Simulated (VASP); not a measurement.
Write the native input for VASP 6.6.1 that does the following.

```yaml
Task: single point
Functional: LDA
Potentials_or_basis: VASP PAW LDA potentials, release 64 (Sr_sv, Br)
Cutoff: 500 eV
k_mesh: 3 × 3 × 4
Occupations: gaussian, width 0.01 eV
Spin: no spin polarisation
Dipole_correction: no
Further_INCAR_settings: ALGO = Normal; EDIFF = 1e-06; NBANDS = 33
```

The structure of SrBr2 lies in POSCAR:

```
SrBr2
1.0
    7.1081900000      0.0000000000      0.0000000000
    0.0000000000      7.1081900000      0.0000000000
    0.0000000000      0.0000000000      4.6756000000
Sr Br
2 4
Direct
    0.0000000000      0.0000000000      0.0000000000
    0.5000000000      0.5000000000      0.5000000000
    0.3038500000      0.3038500000      0.0000000000
    0.1961500000      0.8038500000      0.5000000000
    0.6961500000      0.6961500000      0.0000000000
    0.8038500000      0.1961500000      0.5000000000
```

The input as run:

INCAR

```
ALGO = Normal
EDIFF = 1E-6
ENCUT = 500
GGA = CA
GGA_COMPAT = False
ISIF = 2
ISMEAR = 0
LASPH = True
LCHARG = False
LREAL = False
LWAVE = False
NBANDS = 33
NELM = 120
PREC = Accurate
SIGMA = 0.01
```

KPOINTS

```
k-points
0
Gamma
  3 3 4
```

Potentials or basis: VASP PAW LDA potentials, release 64 (Sr_sv, Br).

Command:

```console
$ cat potpaw_LDA.64/Sr_sv/POTCAR potpaw_LDA.64/Br/POTCAR > POTCAR
$ mpirun -np 1 vasp_std > vasp.out
```

It gave:

```yaml
Pressure: -1.9 GPa
Largest_force: 0.063 eV/Å
Band_gap_on_the_k_mesh: 4.04 eV
```

It took 88 s on 1 thread of AMD EPYC 7R43 64-Core Processor (Zen 3), on a shared host, peak memory 0.23 GiB.
